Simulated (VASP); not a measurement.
# Be (P6_3/mmc) in VASP: a series of runs

The runs below take Be through single point, relaxation of cell and atoms, with LDA.

All numbers are computed with VASP 6.6.1; they aren't measurements. Logs are shortened: lines on timing, memory, paths and dates and some standing lists are left out, and cuts for length are marked.

**1. The cell of the first run**

It takes space group P6_3/mmc (No. 194, hexagonal). Conventional cell: a = 2.226 Å, b = 2.226 Å, c = 3.516 Å, α = 90.00°, β = 90.00°, γ = 120.00°. Within 2.9 Å of Be (site symmetry -6m2) lie 12 Be at 2.18 to 2.23 Å.

**2. Single point, LDA**

File INCAR:

```
  ALGO = Fast
  EDIFF = 1E-6
  ENCUT = 520
  GGA = CA
  ISIF = 2
  ISMEAR = 0
  LASPH = True
  LCHARG = True
  LELF = True
  LREAL = False
  LVHAR = True
  LWAVE = False
  NBANDS = 9
  NELM = 80
  PREC = Accurate
  SIGMA = 0.1
```

File KPOINTS:

```
k-points
0
Gamma
  21 21 12
```

File POSCAR:

```
Be
1.0
    2.2260579413      0.0000000000      0.0000000000
   -1.1130289706      1.9278227275      0.0000000000
    0.0000000000      0.0000000000      3.5163051785
Be
2
Direct
    0.3333333333      0.6666666667      0.2500000000
    0.6666666667      0.3333333333      0.7500000000
```

Potentials or basis: VASP PAW LDA potentials, release 64 (Be).

On the command line:

```console
$ cat potpaw_LDA.64/Be/POTCAR > POTCAR
$ mpirun -np 1 vasp_std > vasp.out
```

OUTCAR:

```text
EDIFF = 1E-6
   ENCUT = 520
   GGA = CA
   ISIF = 2
   ISMEAR = 0
   LASPH = True
   LREAL = False
   NELM = 80
   PREC = Accurate

 ion  position               nearest neighbor table
   1  0.333  0.667  0.250-   2 2.18   2 2.18   2 2.18   2 2.18   2 2.18   2 2.18
   2  0.667  0.333  0.750-   1 2.18   1 2.18   1 2.18   1 2.18   1 2.18   1 2.18

  LATTYP: Found a hexagonal cell.
 ALAT       =     2.2260579413
 C/A-ratio  =     1.5796108058

  Lattice vectors:

 A1 = (   2.2260579413,   0.0000000000,   0.0000000000)
 A2 = (  -1.1130289706,   1.9278227275,   0.0000000000)
 A3 = (   0.0000000000,   0.0000000000,   3.5163051785)

Analysis of symmetry for initial positions (statically):
=====================================================================
 Subroutine PRICEL returns:
 Original cell was already a primitive cell.

 Routine SETGRP: Setting up the symmetry group for a
 hexagonal supercell.

 Subroutine GETGRP returns: Found 24 space group operations
 (whereof 12 operations were pure point group operations)
 out of a pool of 24 trial point group operations.

The static configuration has the point symmetry D_3d.
 The point group associated with its full space group is D_6h.

Analysis of symmetry for dynamics (positions and initial velocities):
=====================================================================
 Subroutine PRICEL returns:
 Original cell was already a primitive cell.

 Routine SETGRP: Setting up the symmetry group for a
 hexagonal supercell.

 Subroutine GETGRP returns: Found 24 space group operations
 (whereof 12 operations were pure point group operations)
 out of a pool of 24 trial point group operations.

The dynamic configuration has the point symmetry D_3d.
 The point group associated with its full space group is D_6h.

 Subroutine INISYM returns: Found 24 space group operations
 (whereof 12 operations are pure point group operations),
 and found     1 'primitive' translations

----------------------------------------------------------------------------------------

                                     Primitive cell

  volume of cell :      15.0900

  direct lattice vectors                    reciprocal lattice vectors
     2.226057941  0.000000000  0.000000000     0.449224605  0.259359947  0.000000000
    -1.113028971  1.927822727  0.000000000     0.000000000  0.518719894  0.000000000
     0.000000000  0.000000000  3.516305179     0.000000000  0.000000000  0.284389423

  length of vectors
     2.226057941  2.226057941  3.516305179     0.518719894  0.518719894  0.284389423

  position of ions in fractional coordinates (direct lattice)
     0.333333333  0.666666667  0.250000000
     0.666666667  0.333333333  0.750000000

  ion indices of the primitive-cell ions
   primitive index   ion index
                 1           1
                 2           2

----------------------------------------------------------------------------------------

 KPOINTS: k-points

Automatic generation of k-mesh.
 Grid dimensions read from file:
 generate k-points for:   21   21   12

 Generating k-lattice:

  Cartesian coordinates                     Fractional coordinates (reciprocal lattice)
     0.021391648  0.012350474  0.000000000     0.047619048  0.000000000  0.000000000
     0.000000000  0.024700947  0.000000000     0.000000000  0.047619048  0.000000000
     0.000000000  0.000000000  0.023699119     0.000000000  0.000000000  0.083333333

  Length of vectors
     0.024700947  0.024700947  0.023699119

  Shift w.r.t. Gamma in fractional coordinates (k-lattice)
     0.000000000  0.000000000  0.000000000

 Subroutine IBZKPT returns following result:
 ===========================================

 Found    336 irreducible k-points:

 Following reciprocal coordinates:
            Coordinates               Weight
  0.000000  0.000000  0.000000      1.000000
  0.047619 -0.000000  0.000000      6.000000
  0.095238 -0.000000  0.000000      6.000000
  0.142857 -0.000000  0.000000      6.000000
  0.190476 -0.000000  0.000000      6.000000
  0.238095 -0.000000  0.000000      6.000000
[... 16 lines left out ...]
  0.142857  0.095238  0.000000     12.000000
  0.190476  0.095238  0.000000     12.000000
 [... further k-points ...]
   k-points           NKPTS =    336   k-points in BZ     NKDIM =    336   number of bands    NBANDS=      9
   number of dos      NEDOS =    301   number of ions     NIONS =      2
   total plane-waves  NPLWV =   9072
   dimension x,y,z NGX =    18 NGY =   18 NGZ =   28
   dimension x,y,z NGXF=    36 NGYF=   36 NGZF=   56
   ions per type =               2
   NGX,Y,Z   is equivalent  to a cutoff of  13.44, 13.44, 13.24 a.u.
   NGXF,Y,Z  is equivalent  to a cutoff of  26.89, 26.89, 26.48 a.u.
 SYSTEM =  unknown system
   PREC   = accura    normal or accurate (medium, high low for compatibility)
   ISTART =      0    job   : 0-new  1-cont  2-samecut
   ICHARG =      2    charge: 1-file 2-atom 10-const
   ISPIN  =      1    spin polarized calculation?
   LNONCOLLINEAR =      F non collinear calculations
   LSORBIT =      F    spin-orbit coupling
   LASPH  =      T    aspherical Exc in radial PAW
   ENCUT  =  520.0 eV  38.22 Ry    6.18 a.u.   4.14  4.14  6.54*2*pi/ulx,y,z
   NELM   =     80;   NELMIN=  2; NELMDL= -5     # of ELM steps
   EDIFF  = 0.1E-05   stopping-criterion for ELM
   LREAL  =      F    real-space projection
   EDIFFG = 0.1E-04   stopping-criterion for IOM
   NSW    =      0    number of steps for IOM
   IBRION =     -1    ionic relax: 0-MD 1-quasi-New 2-CG
   NFREE  =      0    steps in history (QN), initial steepest desc. (CG)
   ISIF   =      2    stress and relaxation
   ISYM   =      2    0-nonsym 1-usesym 2-fastsym
   POTIM  = 0.5000    time-step for ionic-motion
   TEBEG  =    0.0;   TEEND  =   0.0 temperature during run
   PSTRESS=    0.0 pullay stress
   NELECT =       4.0000    total number of electrons
   NUPDOWN=      -1.0000    fix difference up-down
   EMIN   =  10.00;   EMAX   =-10.00  energy-range for DOS
   EFERMI =   0.00;   METHOD = LEGACY
   ISMEAR =     0;   SIGMA  =   0.10  broadening in eV -4-tet -1-fermi 0-gaus
   EFERMI_NEDOS =   21; number of points for ismear=-14 and -15
   IALGO  =     68    algorithm
   IMIX   =      4    mixing-type and parameters
     AMIX     =   0.40;   BMIX     =  1.00
     AMIX_MAG =   1.60;   BMIX_MAG =  1.00
  volume/ion in A,a.u.               =       7.55        50.92
  Fermi-wavevector in a.u.,A,eV,Ry     =   1.051634  1.987301 15.047158  1.105935
  Thomas-Fermi vector in A             =   2.186685
   LORBIT       =      0    0 simple, 1 ext, 2 COOP (PROOUT), +10 PAW based schemes
   GGA     = CA    functional components
   LHFCALC =     F    Hartree Fock is set to
   AEXX    =    0.0000 exact exchange contribution
   IVDW    =     0    specifies the selected vdW correction
   LEPSILON=     F    determine dielectric tensor
   LRPA    =     F    only Hartree local field effects (RPA)
 non-spin polarized calculation
 RMM-DIIS sequential band-by-band and
 Gauss-broadening in eV      SIGMA  =   0.10
  energy-cutoff  :      520.00
  volume of cell :       15.09
 maximum number of plane-waves:       424
 NGX is ok and might be reduce to    18
   NGX =  9   NGY =  9   NGZ = 13

 number of electron       4.0000000 magnetization

 Free energy of the ion-electron system (eV)
  ---------------------------------------------------
  ext. energy  EPLUGINS =         0.00000000
  ---------------------------------------------------
  free energy    TOTEN  =        -8.41648197 eV

  energy without entropy =       -8.41509134  energy(sigma->0) =       -8.41578666

 E-fermi :   7.1919     XC(G=0): -10.7762

 val. band max:        7.1791654717   @ k =   0.3333   0.0476   0.0000
 cond. band min:       7.2287573195   @ k =   0.3333   0.2857   0.0833
 fundamental gap:      0.0495918477
 Fermi energy:         7.1919291197

 k-point     1 :       0.0000    0.0000    0.0000
  band No.  band energies     occupation
      1      -4.2994      2.00000
      2       2.5149      2.00000
      3       8.4923      0.00000
      4      23.5437      0.00000
      5      23.5437      0.00000
      6      26.4544      0.00000
      7      26.4544      0.00000
      8      28.4355      0.00000
      9      35.2143      0.00000

 k-point     2 :       0.0476   -0.0000    0.0000
  band No.  band energies     occupation
      1      -4.2342      2.00000
      2       2.6032      2.00000
      3       8.5063      0.00000
      4      23.0016      0.00000
      5      23.1131      0.00000
      6      26.4668      0.00000
      7      26.6820      0.00000
      8      28.3186      0.00000
      9      33.9425      0.00000

 k-point     3 :       0.0952   -0.0000    0.0000
  band No.  band energies     occupation
      1      -4.0384      2.00000
      2       2.8677      2.00000
      3       8.5450      0.00000
      4      21.6092      0.00000
      5      22.1858      0.00000
      6      26.4563      0.00000
      7      26.9751      0.00000
      8      27.9230      0.00000
      9      32.0922      0.00000

 k-point     4 :       0.1429   -0.0000    0.0000
  band No.  band energies     occupation
      1      -3.7117      2.00000
      2       3.3078      2.00000
      3       8.5965      0.00000
      4      19.7856      0.00000
      5      21.1429      0.00000
      6      26.3214      0.00000
      7      26.9693      0.00000
      8      27.1223      0.00000
      9      30.1663      0.00000
[... 205 lines left out ...]
 k-point    22 :       0.0952    0.0952    0.0000
  band No.  band energies     occupation
      1      -3.5153      2.00000
      2       3.5715      2.00000
      3       8.6296      0.00000
      4      19.2728      0.00000
      5      20.0105      0.00000
      6      26.2924      0.00000
      7      26.6212      0.00000
      8      26.6814      0.00000
      9      30.9746      0.00000

 k-point    23 :       0.1429    0.0952    0.0000
  band No.  band energies     occupation
      1      -3.0567      2.00000
      2       4.1853      2.00000
      3       8.6719      0.00000
      4      17.4864      0.00000
      5      18.9654      0.00000
      6      25.4673      0.00000
      7      25.7426      0.00000
      8      26.0775      0.00000
      9      30.3121      0.00000

 k-point    24 :       0.1905    0.0952    0.0000
  band No.  band energies     occupation
      1      -2.4666      2.00000
      2       4.9711      2.00000
      3       8.6489      0.00000
      4      15.6945      0.00000
      5      18.0420      0.00000
      6      23.8271      0.00000
      7      24.6549      0.00000
      8      25.5888      0.00000
      9      29.7061      0.00000

 [... further k-points ...]

------------------------ aborting loop because EDIFF is reached ----------------------------------------

  FORCE on cell =-STRESS in cart. coord.  units (eV):
  Direction    XX          YY          ZZ          XY          YZ          ZX
  --------------------------------------------------------------------------------------
  -------------------------------------------------------------------------------------
  Total        0.0455674      0.0455674      0.0437964      0.0000000     -0.0000000      0.0000000
  in kB        4.8380975      4.8380975      4.6500592      0.0000000     -0.0000000      0.0000000
  external PRESSURE =       4.7754180 kB  Pullay stress =       0.0000000 kB

 VOLUME and BASIS-vectors are now :
 -----------------------------------------------------------------------------
  energy-cutoff  :      520.00
  volume of cell :       15.09
      direct lattice vectors                 reciprocal lattice vectors
     2.226057941  0.000000000  0.000000000     0.449224605  0.259359947  0.000000000
    -1.113028971  1.927822727  0.000000000     0.000000000  0.518719894  0.000000000
     0.000000000  0.000000000  3.516305179     0.000000000  0.000000000  0.284389423

 POSITION                                       TOTAL-FORCE (eV/Angst)
 -----------------------------------------------------------------------------------
     -0.00000      1.28522      0.87908         0.000000     -0.000000      0.000000
      1.11303      0.64261      2.63723         0.000000      0.000000      0.000000
 -----------------------------------------------------------------------------------
    total drift:                                0.000000     -0.000000      0.000000

  FREE ENERGIE OF THE ION-ELECTRON SYSTEM (eV)
  ---------------------------------------------------
  free  energy   TOTEN  =        -8.4164819748 eV

  energy  without entropy=       -8.4150913357  energy(sigma->0) =       -8.41578666
```

Run time: 22 s. Hardware: 1 thread of Intel Xeon Platinum 8375C at 2.90GHz (Ice Lake), shared host; peak memory 0.14 GiB.

Results:

| Quantity | Value |
| --- | --- |
| Free energy | -8.4165 eV |
| Pressure | 0.5 GPa |
| Band gap on the k mesh | zero (bands 2 and 3 overlap by 2.12 eV) |

[end of part 1 of 2]

The gap in the log of VASP goes by the Fermi energy; the results here count the filled bands.